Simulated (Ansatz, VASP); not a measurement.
## One calculation of As, two programs

```
As
1.0
     2.70368    0.00000    0.00000
     0.00000    2.70368    0.02528
     0.00000    0.02528    2.70368
As
1
Cartesian
  1.3518 1.3645 1.3645
```

Change from the starting cell: strain +0.0187 x Voigt [0, 0, 0, 1, 0, 0], atoms carried along.

Alike in both runs: task single point; functional LDA; k mesh 18 × 18 × 18; occupations gaussian, width 0.15 eV; no spin polarisation.

|  | VASP | Ansatz |
| --- | --- | --- |
| version | VASP 6.6.1 | Ansatz 0.2.0 |
| potentials or method | VASP PAW LDA potentials, release 64 (As), cutoff 520 eV | scalar-relativistic, plane waves, PAW |
| valence electrons in the cell | 5 | 15 |

```tsv
	VASP	Ansatz	Ansatz less VASP
gap on the k mesh at the Fermi level (eV)	none	none	-
pressure (GPa)	-2.4	-2.7	-0.31
traceless stress, the component that is largest in VASP (GPa)	-0.50	-0.51	-0.008
```

LDA's correlation is that of Perdew and Zunger in VASP and of Perdew and Wang (1992) in Ansatz. A gap of «none» marks a metal or a gap that the smearing closes. VASP's potentials hold 5 valence electrons a cell and Ansatz's 15, so a difference there can come from the potentials and not from the codes.
